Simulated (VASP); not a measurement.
Wanted: the native input for a VASP 6.6.1 run.

```yaml
Task: single point
Functional: LDA
Potentials_or_basis: VASP PAW LDA potentials, release 64 (C, Pd)
Cutoff: 520 eV
k_mesh: 2 × 2 × 1
Occupations: fermi-dirac, width 0.05 eV
Spin: no spin polarisation
Dipole_correction: no
Further_INCAR_settings: LREAL = Auto; ALGO = Normal; EDIFF = 1e-06; NBANDS = 56
```

The structure of PdC18 lies in POSCAR:

```
PdC18
1.0
    7.3980000000      0.0000000000      0.0000000000
   -3.6990000000      6.4068560000      0.0000000000
    0.0000000000      0.0000000000     11.0000000000
C Pd
18 1
Direct
   -0.0092455506     -0.0035435477      0.0900411818
    0.2127893946      0.1080729768      0.0885919091
   -0.0103097034      0.3288388252      0.0921949091
    0.2116827052      0.4394319148      0.0959737273
   -0.0096092704      0.6629715105      0.0873890909
    0.2111126276      0.7761338791      0.0883787273
    0.3242591297     -0.0031467853      0.0873867273
    0.5459875728      0.1077523828      0.0883107273
    0.3249630620      0.3287387761      0.0897795455
    0.5465739485      0.4406666858      0.0862664545
    0.3230328621      0.6642911906      0.0935217273
    0.5478928222      0.7756261417      0.0957156364
    0.6584208527     -0.0024426958      0.0920323636
    0.8793171005      0.1079629385      0.0915022727
    0.6576638753      0.3295683561      0.0864678182
    0.8795068477      0.4412470016      0.0883660000
    0.6584745526      0.6622856827      0.0896581818
    0.8791824129      0.7744767480      0.0885465455
    0.3614911934      0.6232865231      0.2726038182
```

One way to write it, as run:

INCAR

```
PREC = Accurate ; ENCUT = 520
EDIFF = 1E-6 ; ISMEAR = -1
SIGMA = 0.05 ; LREAL = Auto
LASPH = True ; NELM = 80
ALGO = Normal ; ISIF = 2
LWAVE = False ; LCHARG = False
GGA = CA ; NBANDS = 56
```

KPOINTS

```
regular mesh
0
Gamma
  2 2 1
```

Potentials or basis: VASP PAW LDA potentials, release 64 (C, Pd).

Command:

```console
$ cat potpaw_LDA.64/C/POTCAR potpaw_LDA.64/Pd/POTCAR > POTCAR
$ mpirun -np 1 vasp_std > vasp.out
```

Results of the run:

| Property | Result |
| --- | --- |
| Largest force | 0.072 eV/Å |
| Band gap on the k mesh | 0.16 eV, direct |

Caveat: the k points lie up to 0.49 Å⁻¹ apart.

Run time: 6.9 min on 1 thread of Oxide Virtual Turin-like Processor, on a shared host, peak memory 0.38 GiB.
